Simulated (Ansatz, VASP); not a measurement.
# One calculation of CdS, two programs

File POSCAR:

```
CdS
1.0
    0.0783790624      3.0175939041      3.0175939041
    3.0175939041      0.0783790624      3.0175939041
    3.0175939041      3.0175939041      0.0783790624
Cd S
1 1
Direct
    0.0024257592      0.0024257592      0.0024257592
    0.2475742408      0.2475742408      0.2475742408
```

File INCAR.step1:

```
SYSTEM = CdS
ALGO = Normal
EDIFF = 1E-4
ENCUT = 520
GGA = PE
ISMEAR = 0
LASPH = .True.
LCHARG = .False.
LREAL = .False.
LWAVE = .True.
NBANDS = 16
NELM = 60
PREC = Accurate
SIGMA = 0.01
```

File INCAR.step2:

```
SYSTEM = CdS
ALGO = Normal
EDIFF = 1E-7
ENCUT = 520
ISIF = 2
ISMEAR = 0
ISTART = 1
LASPH = .True.
LCHARG = .True.
LELF = .True.
LMIXTAU = .True.
LREAL = .False.
LVHAR = .True.
LWAVE = .False.
METAGGA = R2SCAN
NBANDS = 16
NELM = 60
PREC = Accurate
SIGMA = 0.01
```

File KPOINTS:

```
k-points
0
Gamma
  8 8 8
  0 0 0
```

Input for Ansatz:

```yaml
crystal:
  lattice:
    - [0.0783790624, 3.0175939041, 3.0175939041]
    - [3.0175939041, 0.0783790624, 3.0175939041]
    - [3.0175939041, 3.0175939041, 0.0783790624]
  atoms:
    - { symbol: Cd, position: [0.0024257592, 0.0024257592, 0.0024257592] }
    - { symbol: S, position: [0.2475742408, 0.2475742408, 0.2475742408] }
kpoints:
  mp_grid: { grid: [8, 8, 8] }
  band_path:
    path:
      - [0.0, 0.0, 0.0]
      - [-0.5, -0.5, 0.0]
      - [-0.375, -0.375, 0.25]
      - [-0.375, 0.0, 0.375]
      - [0.0, 0.0, 0.5]
      - [-0.5, -0.25, 0.25]
    npoints: 1
hamiltonian:
  xc: r2scan
scf:
  occupations: { method: fixed }
  n_extra_bands: 4
output:
  forces: true
  stress: true
  eigenvalues: true
```

Change from the starting cell: shear_111 strain +4.0%.

Alike in both runs: task single point; functional r2SCAN; k mesh 8 × 8 × 8; no spin polarisation.

|  | VASP | Ansatz |
| --- | --- | --- |
| version | VASP 6.6.1 | Ansatz 0.2.0 |
| potentials or method | VASP PAW PBE potentials, release 64 (Cd, S) | plane waves, PAW |
| plane-wave cutoff (eV) | 520 | 500 |
| occupations | gaussian, width 0.01 eV | fixed |
| valence electrons in the cell | 18 | 26 |

```csv
,VASP,Ansatz,Ansatz less VASP
gap on the k mesh at the Fermi level (eV),1.37,1.38,+0.007
pressure (GPa),-2.0,-2.2,-0.25
"traceless stress, the component that is largest in VASP (GPa)",-0.74,-0.74,+0.007
rms of the force components (eV/Å),0.004,0.002,-0.0021
```

VASP's potentials were made for PBE, not for r2SCAN. Atom by atom the forces differ by 0.002 eV/Å (rms over components). VASP's potentials hold 18 valence electrons a cell and Ansatz's 26, so a difference there can come from the potentials and not from the codes.
